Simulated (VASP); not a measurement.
# C (Cmme) in VASP: a series of runs, part 2 of 2

VASP 6.6.1. The steps go on from the part before.

### 6 Single point, PBEsol (normal strain along x +0.0467, normal strain along y -0.0467)

INCAR

```
PREC = Accurate
ENCUT = 520
EDIFF = 1E-7
ISMEAR = 0
SIGMA = 0.15
LREAL = False
LASPH = True
NELM = 60
ALGO = Normal
ISIF = 2
LWAVE = False
LCHARG = True
GGA = PS
LELF = True
LVHAR = True
NBANDS = 16
```

KPOINTS

```
regular mesh
0
Gamma
  18 18 6
```

POSCAR

```
C
1.0
    1.2868910834     -2.0296566851      0.0000000000
    1.2868910834      2.0296566851      0.0000000000
    0.0000000000      0.0000000000      7.3778182888
C
4
Direct
    0.0833216498      0.9166783502      0.7498439858
    0.5833216498      0.4166783502      0.2501560142
    0.9166783502      0.0833216498      0.2501560142
    0.4166783502      0.5833216498      0.7498439858
```

Potentials or basis: VASP PAW PBE potentials, release 64 (C).

Launch:

```console
cat potpaw_PBE.64/C/POTCAR > POTCAR
mpirun -np 1 vasp_std > vasp.out
```

Run time: 82 s. Hardware: 1 thread of Intel Xeon 6975P-C (Granite Rapids), shared host; peak memory 0.27 GiB.

It converged, with:

* Free energy: -38.1361 eV
* Pressure: 3.6 GPa
* Largest force: 1.509 eV/Å

Forces on the atoms (eV/Å):
```
C    0.000  1.509  0.000
C    0.000  1.509  0.000
C    0.000 -1.509  0.000
C    0.000 -1.509  0.000
```

Stress tensor (GPa, compression positive):
```
-33.99   0.00   0.00
  0.00  44.97   0.00
  0.00   0.00  -0.11
```

Caveat: the cell differs from its parent crystal (normal strain along x +0.0467, normal strain along y -0.0467); the cell stands under pressure; this functional lacks dispersion, which binds the layers, so the pressure and a relaxed spacing across them are unreliable; the PAW data sets were made with another functional, which shifts forces and pressure a little.

### 7 Single point, PBEsol (normal strain along x -0.0233, normal strain along y +0.0467)

INCAR

```
PREC     = Accurate       # precision mode
ENCUT    = 520            # plane-wave cutoff, eV
EDIFF    = 1E-6           # SCF threshold, eV
ISMEAR   = 0              # smearing method
SIGMA    = 0.15           # smearing width, eV
LREAL    = F              # projectors in reciprocal space
LASPH    = T              # aspherical terms in the spheres
NELM     = 100            # most SCF steps
ALGO     = Normal         # electronic algorithm
ISIF     = 2              # what is computed and relaxed
LWAVE    = F              # write WAVECAR
LCHARG   = T              # write CHGCAR
GGA      = PS             # functional
LELF     = T              # ELF
LVHAR    = T            
NBANDS   = 16             # bands
```

KPOINTS

```
Automatic mesh
0
Gamma
  18 18 6
```

POSCAR: that of step 6 with these lines changed.

```diff
@@ -2,4 +2,4 @@
 1.0
-    1.2868910834     -2.0296566851      0.0000000000
-    1.2868910834      2.0296566851      0.0000000000
+    1.2008278601     -2.2285132197      0.0000000000
+    1.2008278601      2.2285132197      0.0000000000
     0.0000000000      0.0000000000      7.3778182888
```

Potentials or basis: VASP PAW PBE potentials, release 64 (C).

Launch:

```console
cat potpaw_PBE.64/C/POTCAR > POTCAR
mpirun -np 1 vasp_std > vasp.out
```

OUTCAR:

```text
PREC = Accurate
   ENCUT = 520
   EDIFF = 1E-6
   ISMEAR = 0
   LREAL = F
   LASPH = T
   NELM = 100
   ISIF = 2
   GGA = PS

 ion  position               nearest neighbor table
   1  0.083  0.917  0.750-   4 1.41   4 1.41   4 1.49
   2  0.583  0.417  0.250-   3 1.41   3 1.41   3 1.49
   3  0.917  0.083  0.250-   2 1.41   2 1.41   2 1.49
   4  0.417  0.583  0.750-   1 1.41   1 1.41   1 1.49

  LATTYP: Found a base centered orthorhombic cell.
 ALAT       =     2.4016557202
 B/A-ratio  =     1.8558140544
 C/A-ratio  =     3.0719716514

  Lattice vectors:

 A1 = (   1.2008278601,  -2.2285132197,   0.0000000000)
 A2 = (   1.2008278601,   2.2285132197,   0.0000000000)
 A3 = (   0.0000000000,   0.0000000000,   7.3778182888)

Analysis of symmetry for initial positions (statically):
=====================================================================
 Subroutine PRICEL returns:
 Original cell was already a primitive cell.

 Routine SETGRP: Setting up the symmetry group for a
 base centered orthorhombic supercell.

 Subroutine GETGRP returns: Found  8 space group operations
 (whereof  4 operations were pure point group operations)
 out of a pool of  8 trial point group operations.

The static configuration has the point symmetry C_2h.
 The point group associated with its full space group is D_2h.

Analysis of symmetry for dynamics (positions and initial velocities):
=====================================================================
 Subroutine PRICEL returns:
 Original cell was already a primitive cell.

 Routine SETGRP: Setting up the symmetry group for a
 base centered orthorhombic supercell.

 Subroutine GETGRP returns: Found  8 space group operations
 (whereof  4 operations were pure point group operations)
 out of a pool of  8 trial point group operations.

The dynamic configuration has the point symmetry C_2h.
 The point group associated with its full space group is D_2h.

 Subroutine INISYM returns: Found  8 space group operations
 (whereof  4 operations are pure point group operations),
 and found     1 'primitive' translations

----------------------------------------------------------------------------------------

                                     Primitive cell

  volume of cell :      39.4870

  direct lattice vectors                    reciprocal lattice vectors
     1.200827860 -2.228513220  0.000000000     0.416379413 -0.224364835  0.000000000
     1.200827860  2.228513220  0.000000000     0.416379413  0.224364835  0.000000000
     0.000000000  0.000000000  7.377818289     0.000000000  0.000000000  0.135541424

  length of vectors
     2.531453875  2.531453875  7.377818289     0.472981390  0.472981390  0.135541424

  position of ions in fractional coordinates (direct lattice)
     0.083321650  0.916678350  0.749843986
     0.583321650  0.416678350  0.250156014
     0.916678350  0.083321650  0.250156014
     0.416678350  0.583321650  0.749843986

  ion indices of the primitive-cell ions
   primitive index   ion index
                 1           1
                 2           2
                 3           3
                 4           4

----------------------------------------------------------------------------------------

 KPOINTS: Automatic mesh

Automatic generation of k-mesh.
 Grid dimensions read from file:
 generate k-points for:   18   18    6

 Generating k-lattice:

  Cartesian coordinates                     Fractional coordinates (reciprocal lattice)
     0.023132190 -0.012464713  0.000000000     0.055555556  0.000000000  0.000000000
     0.023132190  0.012464713  0.000000000     0.000000000  0.055555556  0.000000000
     0.000000000  0.000000000  0.022590237     0.000000000  0.000000000  0.166666667

  Length of vectors
     0.026276744  0.026276744  0.022590237

  Shift w.r.t. Gamma in fractional coordinates (k-lattice)
     0.000000000  0.000000000  0.000000000

 Subroutine IBZKPT returns following result:
 ===========================================

 Found    364 irreducible k-points:

 Following reciprocal coordinates:
            Coordinates               Weight
  0.000000  0.000000  0.000000      1.000000
  0.055556  0.000000  0.000000      4.000000
  0.111111  0.000000  0.000000      4.000000
  0.166667  0.000000  0.000000      4.000000
  0.222222  0.000000  0.000000      4.000000
  0.277778  0.000000  0.000000      4.000000
[... 16 lines left out ...]
 -0.277778  0.055556  0.000000      4.000000
 -0.222222  0.055556  0.000000      4.000000
 [... further k-points ...]
   k-points           NKPTS =    364   k-points in BZ     NKDIM =    364   number of bands    NBANDS=     16
   number of dos      NEDOS =    301   number of ions     NIONS =      4
   total plane-waves  NPLWV =  22400
   dimension x,y,z NGX =    20 NGY =   20 NGZ =   56
   dimension x,y,z NGXF=    40 NGYF=   40 NGZF=  112
   ions per type =               4
   NGX,Y,Z   is equivalent  to a cutoff of  13.13, 13.13, 12.62 a.u.
   NGXF,Y,Z  is equivalent  to a cutoff of  26.27, 26.27, 25.24 a.u.
 SYSTEM =  unknown system
   PREC   = accura    normal or accurate (medium, high low for compatibility)
   ISTART =      0    job   : 0-new  1-cont  2-samecut
   ICHARG =      2    charge: 1-file 2-atom 10-const
   ISPIN  =      1    spin polarized calculation?
   LNONCOLLINEAR =      F non collinear calculations
   LSORBIT =      F    spin-orbit coupling
   LASPH  =      T    aspherical Exc in radial PAW
   ENCUT  =  520.0 eV  38.22 Ry    6.18 a.u.   4.71  4.71 13.72*2*pi/ulx,y,z
   NELM   =    100;   NELMIN=  2; NELMDL= -5     # of ELM steps
   EDIFF  = 0.1E-05   stopping-criterion for ELM
   LREAL  =      F    real-space projection
   EDIFFG = 0.1E-04   stopping-criterion for IOM
   NSW    =      0    number of steps for IOM
   IBRION =     -1    ionic relax: 0-MD 1-quasi-New 2-CG
   NFREE  =      0    steps in history (QN), initial steepest desc. (CG)
   ISIF   =      2    stress and relaxation
   ISYM   =      2    0-nonsym 1-usesym 2-fastsym
   POTIM  = 0.5000    time-step for ionic-motion
   TEBEG  =    0.0;   TEEND  =   0.0 temperature during run
   PSTRESS=    0.0 pullay stress
   NELECT =      16.0000    total number of electrons
   NUPDOWN=      -1.0000    fix difference up-down
   EMIN   =  10.00;   EMAX   =-10.00  energy-range for DOS
   EFERMI =   0.00;   METHOD = LEGACY
   ISMEAR =     0;   SIGMA  =   0.15  broadening in eV -4-tet -1-fermi 0-gaus
   EFERMI_NEDOS =   21; number of points for ismear=-14 and -15
   IALGO  =     38    algorithm
   IMIX   =      4    mixing-type and parameters
     AMIX     =   0.40;   BMIX     =  1.00
     AMIX_MAG =   1.60;   BMIX_MAG =  1.00
  volume/ion in A,a.u.               =       9.87        66.62
  Fermi-wavevector in a.u.,A,eV,Ry     =   1.211426  2.289263 19.967267  1.467553
  Thomas-Fermi vector in A             =   2.346942
   LORBIT       =      0    0 simple, 1 ext, 2 COOP (PROOUT), +10 PAW based schemes
   GGA     = PS    functional components
   LHFCALC =     F    Hartree Fock is set to
   AEXX    =    0.0000 exact exchange contribution
   IVDW    =     0    specifies the selected vdW correction
   LEPSILON=     F    determine dielectric tensor
   LRPA    =     F    only Hartree local field effects (RPA)
 non-spin polarized calculation
 Gauss-broadening in eV      SIGMA  =   0.15
  energy-cutoff  :      520.00
  volume of cell :       39.49
 maximum number of plane-waves:      1088
   NGX =  9   NGY =  9   NGZ = 27

 number of electron      15.9999999 magnetization

 Free energy of the ion-electron system (eV)
  ---------------------------------------------------
  ext. energy  EPLUGINS =         0.00000000
  ---------------------------------------------------
  free energy    TOTEN  =       -38.32010805 eV

  energy without entropy =      -38.31996744  energy(sigma->0) =      -38.32003775

 E-fermi :   3.8039     XC(G=0):  -9.8266

 val. band max:        3.6560913929   @ k =   0.3333   0.3333   0.0000
 cond. band min:       4.0233790252   @ k =   0.3333   0.3333   0.0000
 fundamental gap:      0.3672876323
 Fermi energy:         3.8038501220

 k-point     1 :       0.0000    0.0000    0.0000
  band No.  band energies     occupation
      1     -15.6897      2.00000
      2     -15.5455      2.00000
      3      -4.3996      2.00000
      4      -3.1745      2.00000
      5       0.4607      2.00000
      6       0.4739      2.00000
[... 433 lines left out ...]
      3      -3.2686      2.00000
      4      -2.0979      2.00000
      5      -2.0259      2.00000
      6      -2.0092      2.00000
[... 8 lines left out ...]
     15      15.1614      0.00000
     16      15.1843      0.00000

 [... further k-points ...]
[... 5 lines left out ...]
  --------------------------------------------------------------------------------------
  -------------------------------------------------------------------------------------
  Total        4.2958589     -9.0562894      0.0160658      0.0000000      0.0000000      0.0000000
  in kB      174.3037245   -367.4573640      0.6518664      0.0000000      0.0000000      0.0000000
  external PRESSURE =     -64.1672577 kB  Pullay stress =       0.0000000 kB

 VOLUME and BASIS-vectors are now :
 -----------------------------------------------------------------------------
  energy-cutoff  :      520.00
  volume of cell :       39.49
      direct lattice vectors                 reciprocal lattice vectors
     1.200827860 -2.228513220  0.000000000     0.416379413 -0.224364835  0.000000000
     1.200827860  2.228513220  0.000000000     0.416379413  0.224364835  0.000000000
     0.000000000  0.000000000  7.377818289     0.000000000  0.000000000  0.135541424

 POSITION                                       TOTAL-FORCE (eV/Angst)
 -----------------------------------------------------------------------------------
      1.20083      1.85715      5.53221         0.000000     -0.538403      0.000170
      1.20083     -0.37137      1.84561         0.000000     -0.538403     -0.000170
      1.20083     -1.85715      1.84561         0.000000      0.538403     -0.000170
      1.20083      0.37137      5.53221         0.000000      0.538403      0.000170
 -----------------------------------------------------------------------------------
    total drift:                                0.000000      0.000000     -0.000000

  FREE ENERGIE OF THE ION-ELECTRON SYSTEM (eV)
  ---------------------------------------------------
  free  energy   TOTEN  =       -38.3201080508 eV

  energy  without entropy=      -38.3199674429  energy(sigma->0) =      -38.32003775
```

It took 80 s on 1 thread of Intel Xeon 6975P-C (Granite Rapids), shared host; peak memory 0.28 GiB.

What came out:

```yaml
Free_energy: -38.3201 eV
Pressure: -6.4 GPa
Largest_force: 0.538 eV/Å
```

Forces in eV/Å, atoms in the order of the input:
```
C    0.000 -0.538  0.000
C    0.000 -0.538  0.000
C    0.000  0.538  0.000
C    0.000  0.538  0.000
```

Stress tensor (GPa, compression positive):
```
 17.43   0.00   0.00
  0.00 -36.75   0.00
  0.00   0.00   0.07
```

Caveat: the cell differs from its parent crystal (normal strain along x -0.0233, normal strain along y +0.0467); the cell stands under tension; this functional lacks dispersion, which binds the layers, so the pressure and a relaxed spacing across them are unreliable; the PAW data sets were made with another functional, which shifts forces and pressure a little.

### 8 The runs side by side

| cell | pressure (GPa) | largest force (eV/Å) |
| --- | --- | --- |
| a = 2.588, b = 2.588, c = 7.378 Å, angles 90.0, 90.0, 118.9°, 4 atoms | -33.2 | 0.01 |
| a = 2.430, b = 2.430, c = 7.378 Å, angles 90.0, 90.0, 117.7°, 4 atoms | 1.4 | 0.65 |
| a = 2.488, b = 2.488, c = 7.378 Å, angles 90.0, 90.0, 122.3°, 4 atoms | 1.4 | 0.51 |
| a = 2.518, b = 2.518, c = 7.378 Å, angles 90.0, 90.0, 124.5°, 4 atoms | 3.4 | 0.95 |
| a = 2.403, b = 2.403, c = 7.378 Å, angles 90.0, 90.0, 115.2°, 4 atoms | 3.6 | 1.51 |
| a = 2.531, b = 2.531, c = 7.378 Å, angles 90.0, 90.0, 123.4°, 4 atoms | -6.4 | 0.54 |

Alike in all rows: task single point; level PBEsol; potentials or basis VASP PAW PBE potentials, release 64 (C); no spin polarisation; k mesh 18 × 18 × 6; cutoff (eV) 520; smearing gaussian 0.15 eV.

Caveats: this functional lacks dispersion, which binds the layers, so the pressure and a relaxed spacing across them are unreliable; the PAW data sets were made with another functional, which shifts forces and pressure a little; the cell stands under tension (at least some runs); the cell stands under pressure (at least some runs).

Absolute energies hang on the potentials; compare differences alone.
